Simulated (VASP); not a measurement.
The system is Zn2Si3N3.

```xyz
16
Lattice="2.9000 0.0000 0.0000 -1.4500 2.5115 0.0000 0.0000 0.0000 26.2000" Properties=species:S:1:pos:R:3 pbc="T T T"
Zn    1.4500    0.8372   16.6999
Zn    0.0000    1.6743    9.5001
Zn    1.4500    0.8372   11.9000
Zn    0.0000    1.6743   14.3000
Si    0.0000    0.0000    1.2000
Si    0.0000    0.0000   25.0000
Si    1.4500    0.8372   21.0989
Si    1.4500    0.8372   18.6989
Si    0.0000    1.6743    5.1011
Si    0.0000    1.6743    7.5011
N     0.0000    1.6743    1.7004
N     1.4500    0.8372   24.4996
N     0.0000    0.0000   21.5993
N     0.0000    0.0000   18.2011
N     0.0000    0.0000    4.6007
N     0.0000    0.0000    7.9989
```

| Quantity | Value |
| --- | --- |
| Program | VASP 6.6.1 |
| Task | relaxation of cell and atoms |
| Functional | PBE |
| Potentials or basis | VASP PAW PBE potentials, release 64 (Zn, Si, N) |
| Cutoff | 600 eV |
| k mesh | 6 × 6 × 1 |
| Occupations | gaussian, width 0.2 eV |
| Spin | no spin polarisation |

At the start: pressure 17.4 GPa; volume 11.93 Å³/atom.

Task: Where does the relaxation end?

Result: Over 30 steps the energy falls by 442.0 meV/atom and the volume is 14.49 Å³/atom (+21.5 %); space group P-3m1 (No. 164, to 0.1 Å) before and after.

Step by step:
```csv
step,energy change (eV),largest force (eV/Å),pressure (GPa),volume (Å³)
1,0.0000,9.0782,17.45,190.82
2,-2.5647,6.6994,-12.67,228.62
3,-4.7043,1.7759,-5.25,210.33
4,-5.7663,1.2962,4.08,202.94
5,-5.7755,1.0779,3.17,203.52
6,-6.1633,0.7660,1.32,207.73
7,-6.2411,1.2630,0.38,210.42
8,-6.5294,0.5836,-0.34,214.27
9,-6.6425,1.3399,-0.91,218.56
10,-6.8254,0.7217,-0.18,219.92
11,-6.8704,0.6741,0.50,220.99
12,-6.9429,0.5182,0.02,222.84
13,-6.9564,0.9193,-0.20,223.93
14,-7.0231,0.3175,0.26,225.01
15,-7.0328,0.3444,0.55,225.57
16,-7.0447,0.1364,0.24,226.77
17,-7.0454,0.1446,0.16,227.13
18,-7.0497,0.1141,-0.15,227.75
19,-7.0518,0.1676,-0.54,228.56
20,-7.0543,0.1580,-0.43,228.57
21,-7.0592,0.1323,-0.16,228.57
22,-7.0608,0.1328,0.37,228.59
23,-7.0615,0.0995,0.16,228.58
24,-7.0628,0.0956,0.15,228.79
25,-7.0653,0.1181,0.11,229.41
26,-7.0635,0.3262,0.06,230.64
27,-7.0658,0.1786,0.09,229.78
28,-7.0668,0.1648,0.04,229.98
29,-7.0694,0.1196,-0.13,230.58
30,-7.0713,0.0796,-0.44,231.80
```

Final structure:
```
Zn Si N
1.0
     2.88699    0.00000    0.00000
    -1.44349    2.50020    0.00000
     0.00000    0.00000   32.11392
Zn Si N
4 6 6
Cartesian
  1.4435 0.8334 19.4420
  0.0000 1.6668 12.6719
  1.4435 0.8334 14.9831
  0.0000 1.6668 17.1309
  0.0000 0.0000 1.2010
  1.4435 2.5002 30.9129
  1.4435 0.8334 25.8996
  1.4435 0.8334 23.4817
  0.0000 1.6668 6.2144
  0.0000 1.6668 8.6322
  0.0000 1.6668 1.7663
  1.4435 0.8334 30.3476
  0.0000 0.0000 26.4601
  1.4435 2.5002 22.9158
  1.4435 2.5002 5.6538
  0.0000 0.0000 9.1981
```

Caveat: the k points lie up to 0.42 Å⁻¹ apart in the final cell, too coarse for converged energies and pressures of a metal; the volume moved by over 15 % at a fixed basis, so the end points are rough; the relaxation stopped at a loose force limit of 0.08 eV/Å, so its end isn't a converged minimum.
